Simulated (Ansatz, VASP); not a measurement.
# One calculation of C, two programs

The input INCAR:

```
SYSTEM = C
  ALGO = Normal
  EDIFF = 1E-6
  ENCUT = 520
  GGA = CA
  ISIF = 2
  ISMEAR = 0
  LASPH = .True.
  LCHARG = .False.
  LREAL = .False.
  LWAVE = .False.
  NBANDS = 11
  NELM = 100
  PREC = Accurate
  SIGMA = 0.05
```

KPOINTS

```
k-points
0
Gamma
  18 18 18
  0 0 0
```

Contents of POSCAR:

```
C
1.0
    1.2280287100      0.7090027100      3.3470114500
   -1.2280287100      0.7090027100      3.3470114500
    0.0000000000     -1.4180054100      3.3470114500
C
2
Direct
    0.8360000000      0.8360000000      0.8360000000
    0.1640000000      0.1640000000      0.1640000000
```

Input for Ansatz:

```yaml
crystal:
  lattice:
    - [1.22802871, 0.70900271, 3.34701145]
    - [-1.22802871, 0.70900271, 3.34701145]
    - [0.0, -1.41800541, 3.34701145]
  atoms:
    - { symbol: C, position: [0.836, 0.836, 0.836] }
    - { symbol: C, position: [0.164, 0.164, 0.164] }
basis:
  ecutwfc: 420
kpoints:
  mp_grid: { grid: [18, 18, 18] }
hamiltonian:
  xc: lda
scf:
  occupations: { method: gaussian, width: 0.05 }
output:
  forces: true
  eigenvalues: true
  eigenstates:
    nscf_kmesh: { grid: [18, 18, 18] }
    top_band: c6
    de_dk: true
    localisation: false
  stress: true
checkpoint:
  write: ck
  compress: false
  write_wavefunctions: false
  write_every: 100000
```

Alike in both runs: task single point; functional LDA; k mesh 18 × 18 × 18; occupations gaussian, width 0.05 eV; no spin polarisation.

|  | VASP | Ansatz |
| --- | --- | --- |
| version | VASP 6.6.1 | Ansatz 0.2.0 |
| potentials or method | VASP PAW LDA potentials, release 64 (C), cutoff 520 eV | scalar-relativistic, plane waves, PAW |
| valence electrons in the cell | 8 | 8 |

```tsv
	VASP	Ansatz	Ansatz less VASP
gap on the k mesh at the Fermi level (eV)	0.77	0.77	-0.002
pressure (GPa)	-3.3	-4.1	-0.80
traceless stress, the component that is largest in VASP (GPa)	2.41	3.34	+0.922
rms of the force components (eV/Å)	0.520	0.524	+0.0033
```

LDA's correlation is that of Perdew and Zunger in VASP and of Perdew and Wang (1992) in Ansatz. Atom by atom the forces differ by 0.003 eV/Å (rms over components).
